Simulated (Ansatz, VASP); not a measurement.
## GaN in VASP and in Ansatz

INCAR

```
SYSTEM = GaN
  PREC = Accurate
  ENCUT = 520
  EDIFF = 1E-7
  ISMEAR = -1
  SIGMA = 0.1
  LREAL = .False.
  LASPH = .True.
  NELM = 100
  ALGO = Normal
  ISIF = 2
  LWAVE = .False.
  LCHARG = .False.
  GGA = PE
  NBANDS = 26
```

Contents of KPOINTS:

```
regular mesh
0
Gamma
  13 13 7
  0 0 0
```

Contents of POSCAR:

```
GaN
1.0
    3.0831668205      0.0000000000      0.0000000000
   -1.5415834102      2.6701007907      0.0000000000
    0.0000000000      0.0000000000      5.0266573127
Ga N
2 2
Direct
    0.3333333333      0.6666666667     -0.0000946133
    0.6666666667      0.3333333333      0.4999053867
    0.3333333333      0.6666666667      0.3760946133
    0.6666666667      0.3333333333      0.8760946133
```

Input for Ansatz:

```yaml
crystal:
  lattice:
    - [3.0831668205, 0.0, 0.0]
    - [-1.5415834102, 2.6701007907, 0.0]
    - [0.0, 0.0, 5.0266573127]
  atoms:
    - { symbol: Ga, position: [0.3333333333, 0.6666666667, -9.46133e-05] }
    - { symbol: Ga, position: [0.6666666667, 0.3333333333, 0.4999053867] }
    - { symbol: "N", position: [0.3333333333, 0.6666666667, 0.3760946133] }
    - { symbol: "N", position: [0.6666666667, 0.3333333333, 0.8760946133] }
kpoints:
  mp_grid: { grid: [13, 13, 7] }
scf:
  occupations: { method: fermi_dirac, width: 0.1 }
hamiltonian:
  xc: pbe
  pseudopotentials: { kind: paw }
output:
  forces: true
  stress: true
  eigenvalues: true
  populations: true
```

Change from the starting cell: volume scaled by 0.88, PAW files.

Alike in both runs: task single point; functional PBE; k mesh 13 × 13 × 7; occupations fermi-dirac, width 0.1 eV; no spin polarisation.

|  | VASP | Ansatz |
| --- | --- | --- |
| version | VASP 6.6.1 | Ansatz 0.2.0 |
| potentials or method | VASP PAW PBE potentials, release 64 (Ga_d, N) | PAW with Ansatz's default frozen-core files, scalar-relativistic |
| plane-wave cutoff (eV) | 520 | 420 |
| valence electrons in the cell | 36 | 36 |

```tsv
	VASP	Ansatz	Ansatz less VASP
pressure (GPa)	29.0	29.2	+0.17
```

Both programs put the cell under a high pressure, so it lies far from rest at this level. The functional is the same, so the differences come from potentials, cutoffs and numerics.
